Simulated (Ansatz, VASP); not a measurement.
# One calculation of Rh, two programs

```
Rh
1.0
     2.52616    0.00000    0.00000
    -1.26308    2.36510    0.00000
     0.00000    0.00000    4.42849
Rh
2
Direct
  0.66667 0.33333 0.75000
  0.33333 0.66667 0.25000
```

Change from the starting cell: strain -0.0750 x Voigt [1, 0, 0, 0, 0, 0], atoms carried along.

Alike in both runs: task single point; functional r2SCAN; k mesh 18 × 18 × 12; occupations gaussian, width 0.15 eV; no spin polarisation.

|  | VASP | Ansatz |
| --- | --- | --- |
| version | VASP 6.6.1 | Ansatz 0.2.0 |
| potentials or method | VASP PAW PBE potentials, release 64 (Rh_pv), cutoff 520 eV | scalar-relativistic, plane waves, PAW |
| valence electrons in the cell | 30 | 34 |

```csv
,VASP,Ansatz,Ansatz less VASP
gap on the k mesh at the Fermi level (eV),none,none,-
pressure (GPa),16.0,14.5,-1.50
"traceless stress, the component that is largest in VASP (GPa)",22.15,21.87,-0.275
rms of the force components (eV/Å),0.112,0.109,-0.0028
```

VASP's potentials were made for PBE, not for r2SCAN. Atom by atom the forces differ by 0.003 eV/Å (rms over components). A gap of «none» marks a metal or a gap that the smearing closes. VASP's potentials hold 30 valence electrons a cell and Ansatz's 34, so a difference there can come from the potentials and not from the codes.
